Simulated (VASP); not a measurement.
Input of a VASP 6.6.1 run:

Contents of POSCAR:

```
TiO2
1.0
   -2.9535196236      3.2504361872      3.2504360682
    2.9535196236     -3.2504361872      3.2504360682
    2.9535196236      3.2504361872     -3.2504360682
Ti O
4 8
Direct
    0.5000559504      0.7500559504      0.7500000000
    0.4999440496      0.2499440496      0.2500000000
    0.0000000000      0.0000000000      0.5000000000
    0.0000000000      0.5000000000      0.0000000000
    0.3045877962      0.3045830631      0.4999952670
    0.1954155400      0.2500033397      0.9454122003
    0.3045877962      0.8045925292      0.0000047330
    0.8045911394      0.2500033397      0.5545877997
    0.1954088606      0.7499966603      0.4454122003
    0.8045844600      0.7499966603      0.0545877997
    0.6954122038      0.1954074708      0.9999952670
    0.6954122038      0.6954169369      0.5000047330
```

INCAR.step1

```
SYSTEM = TiO2
PREC = Accurate
ENCUT = 520
ISMEAR = -1
SIGMA = 0.02
LREAL = .False.
LASPH = .True.
NELM = 100
NBANDS = 60
GGA = PE
ALGO = Normal
EDIFF = 1E-4
LWAVE = .True.
LCHARG = .False.
```

File INCAR.step2:

```
SYSTEM = TiO2
PREC = Accurate
ENCUT = 520
EDIFF = 1E-6
ISMEAR = -1
SIGMA = 0.02
LREAL = .False.
LASPH = .True.
NELM = 100
ALGO = Normal
ISIF = 2
LWAVE = .False.
LCHARG = .True.
METAGGA = R2SCAN
LMIXTAU = .True.
LELF = .True.
LVHAR = .True.
NBANDS = 60
ISTART = 1
```

File KPOINTS:

```
Automatic mesh
0
Gamma
  6 6 6
  0 0 0
```

Potentials or basis: VASP PAW PBE potentials, release 64 (Ti_sv, O).

The run is started by

```console
$ cat potpaw_PBE.64/Ti_sv/POTCAR potpaw_PBE.64/O/POTCAR > POTCAR
$ cp INCAR.step1 INCAR
$ mpirun -np 1 vasp_std > vasp.out
$ cp INCAR.step2 INCAR
$ mpirun -np 1 vasp_std > vasp.out
```

Problem. Estimate the band gap on the k mesh.

Solution. 2.23 eV.

Problem. Estimate the pressure.

Solution. 1.3 GPa.

Forces on the atoms (eV/Å):
```
Ti   0.000  0.000 -0.001
Ti   0.000  0.000  0.001
Ti   0.000  0.000  0.000
Ti   0.000  0.000  0.000
O    0.000  0.000 -0.026
O    0.000  0.026  0.000
O    0.000  0.000 -0.026
O    0.000 -0.026  0.000
O    0.000  0.026  0.000
O    0.000 -0.026  0.000
O    0.000  0.000  0.026
O    0.000  0.000  0.026
```

Caveat: the PAW data sets were made with another functional, which shifts forces and pressure a little. A k mesh can miss the band edges.
